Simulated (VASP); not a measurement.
Write the native input for VASP 6.6.1 that does the following.

| Quantity | Value |
| --- | --- |
| Task | single point |
| Functional | PBE |
| Potentials or basis | VASP PAW PBE potentials, release 64 (Na_pv, H, Os) |
| Cutoff | 520 eV |
| k mesh | 4 × 4 × 4 |
| Occupations | gaussian, width 0.1 eV |
| Spin | no spin polarisation |
| Dipole correction | no |
| Further INCAR settings | ALGO = Normal; EDIFF = 1e-07; NBANDS = 24 |

The structure of NaH6Os2 lies in POSCAR:

```
NaH6Os2
1.0
    0.0000000000      3.4758647180      3.4758647180
    3.4758647180      0.0000000000      3.4758647180
    3.4758647180      3.4758647180      0.0000000000
Na H Os
1 6 2
Direct
    0.5000000000      0.5000000000      0.5000000000
    0.7617460336      0.2382539664      0.2382539664
    0.2382539664      0.7617460336      0.7617460336
    0.2382539664      0.7617460336      0.2382539664
    0.7617460336      0.2382539664      0.7617460336
    0.2382539664      0.2382539664      0.7617460336
    0.7617460336      0.7617460336      0.2382539664
    0.7500000000      0.7500000000      0.7500000000
    0.0000000000      0.0000000000      0.0000000000
```

The cell was built from a structure type or drawn by symmetry, and may not be a known phase.

The input as run:

INCAR

```
  PREC = Accurate
  ENCUT = 520
  EDIFF = 1E-7
  ISMEAR = 0
  SIGMA = 0.1
  LREAL = F
  LASPH = T
  NELM = 100
  ALGO = Normal
  ISIF = 2
  LWAVE = F
  LCHARG = F
  GGA = PE
  NBANDS = 24
```

KPOINTS

```
regular mesh
0
Gamma
  4 4 4
```

Potentials or basis: VASP PAW PBE potentials, release 64 (Na_pv, H, Os).

The run is started by

```console
$ cat potpaw_PBE.64/Na_pv/POTCAR potpaw_PBE.64/H/POTCAR potpaw_PBE.64/Os/POTCAR > POTCAR
$ mpirun -np 1 vasp_std > vasp.out
```

Results of the run:

| Property | Result |
| --- | --- |
| Pressure | 0.1 GPa |
| Largest force | 0.026 eV/Å |
| Band gap on the k mesh | zero (an odd number of electrons rules out a gap without spin polarisation) |

Caveat: the k points lie up to 0.39 Å⁻¹ apart, too coarse for converged energies and pressures of a metal; spin-orbit coupling is left out, which moves the levels of the heavy elements.

Wall time 56 s on 1 thread of Intel Xeon 8259CL, with other jobs on the host, peak memory 0.24 GiB.
